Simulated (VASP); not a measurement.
Write the native input for VASP 6.6.1 that does the following.

| Quantity | Value |
| --- | --- |
| Task | single point |
| Functional | PBEsol |
| Potentials or basis | VASP PAW PBE potentials, release 64 (Si) |
| Cutoff | 520 eV |
| k mesh | 12 × 12 × 4 |
| Occupations | fermi-dirac, width 0.02 eV |
| Spin | no spin polarisation |
| Dipole correction | no |
| Further INCAR settings | ALGO = Normal; EDIFF = 1e-06; NBANDS = 16 |

The structure of Si lies in POSCAR:

```
Si
1.0
    3.8249232268      0.0000000000      0.0000000000
   -1.9124616134      3.3124806819      0.0000000000
    0.0000000000      0.0000000000      6.3234950769
Si
4
Direct
    0.3333333333      0.6666666667      0.0004883870
    0.6666666667      0.3333333333      0.5004883870
    0.3333333333      0.6666666667      0.3745116130
    0.6666666667      0.3333333333      0.8745116130
```

This isn't the form of Si at room conditions, which is diamond.

These files were run (other wordings do the same):

INCAR

```
PREC = Accurate ; ENCUT = 520
EDIFF = 1E-6 ; ISMEAR = -1
SIGMA = 0.02 ; LREAL = F
LASPH = T ; NELM = 80
ALGO = Normal ; ISIF = 2
LWAVE = F ; LCHARG = F
GGA = PS ; NBANDS = 16
```

KPOINTS

```
Automatic mesh
0
Gamma
  12 12 4
```

Potentials or basis: VASP PAW PBE potentials, release 64 (Si).

Run with:

```sh
$ cat potpaw_PBE.64/Si/POTCAR > POTCAR
$ mpirun -np 1 vasp_std > vasp.out
```

It gave:

```yaml
Pressure: 0.1 GPa
Band_gap_on_the_k_mesh: 0.29 eV (least direct gap 0.97 eV)
```

Caveat: the PAW data sets were made with another functional, which shifts forces and pressure a little.

Run time: 31 s on 1 thread of AMD EPYC 9R45 96-Core Processor (Zen 5), on a shared host, peak memory 0.17 GiB.
